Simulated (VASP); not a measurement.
A run of VASP 6.6.1 is set up as follows.

INCAR

```
SYSTEM = KI
ALGO = Normal ; EDIFF = 1E-6
ENCUT = 520 ; GGA = CA
ISIF = 2 ; ISMEAR = 0
LASPH = .TRUE. ; LCHARG = .FALSE.
LREAL = .FALSE. ; LWAVE = .FALSE.
NBANDS = 15 ; NELM = 100
PREC = Accurate ; SIGMA = 0.01
```

Contents of KPOINTS:

```
k-points
0
G
  4 4 4
  0 0 0
```

The input POSCAR:

```
KI
1.0
    0.0000000000      3.9658940644      3.9658940644
    3.9658940644      0.0000000000      3.9658940644
    3.9658940644      3.9658940644      0.0000000000
K I
1 1
Direct
    0.0000000000      0.0000000000      0.0000000000
    0.2500000000      0.2500000000      0.2500000000
```

Potentials or basis: VASP PAW LDA potentials, release 64 (K_sv, I).

The run is started by

```console
$ cat potpaw_LDA.64/K_sv/POTCAR potpaw_LDA.64/I/POTCAR > POTCAR
$ mpirun -np 1 vasp_std > vasp.out
```

**Question.** What does it give for the band gap on the k mesh?

**Answer.** 3.65 eV, direct.

**Question.** What does it give for the pressure?

**Answer.** -0.8 GPa.

Caveat: spin-orbit coupling is left out, which moves the levels of the heavy elements. As with any semilocal functional, this LDA gap is likely too small.
